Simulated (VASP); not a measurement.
Wanted: the native input for a VASP 6.6.1 run.

```
Task                   : electric field gradients
Functional             : PBEsol
Potentials or basis    : VASP PAW PBE potentials, release 64 (Mg)
Cutoff                 : 520 eV
k mesh                 : 10 × 10 × 10
Occupations            : tetrahedron
Spin                   : no spin polarisation
Dipole correction      : no
Further INCAR settings : ALGO = Fast; EDIFF = 1e-08; NBANDS = 7
```

The structure of Mg lies in POSCAR:

```
Mg
1.0
    0.0000000000      2.2442560000      2.2442560000
    2.2442560000      0.0000000000      2.2442560000
    2.2442560000      2.2442560000      0.0000000000
Mg
1
Direct
    0.0000000000      0.0000000000      0.0000000000
```

One way to write it, as run:

INCAR

```
SYSTEM = Mg
  PREC = Accurate
  ENCUT = 520
  EDIFF = 1E-8
  ISMEAR = -5
  SIGMA = 0.1
  LREAL = .FALSE.
  LASPH = .TRUE.
  NELM = 80
  ALGO = Fast
  ISIF = 2
  LWAVE = .FALSE.
  LCHARG = .FALSE.
  GGA = PS
  LEFG = .TRUE.
  NBANDS = 7
```

KPOINTS

```
regular mesh
0
G
  10 10 10
  0 0 0
```

Potentials or basis: VASP PAW PBE potentials, release 64 (Mg).

Launch:

```console
$ cat potpaw_PBE.64/Mg/POTCAR > POTCAR
$ mpirun -np 1 vasp_std > vasp.out
```

Results of the run:

- Pressure: -0.2 GPa
- Band gap on the k mesh: zero (band 1 reaches 3.51 eV, above the bottom of band 2 at 1.38 eV)

Caveat: without QUAD_EFG the Cq values of the log hold for a quadrupole moment of 1 mb, not for the nuclei; the PAW data sets were made with another functional, which shifts forces and pressure a little; tetrahedron occupations give inexact forces and stress in metals.

It took 14 s on 1 thread of Intel Xeon 8259CL (shared host), peak memory 0.13 GiB.
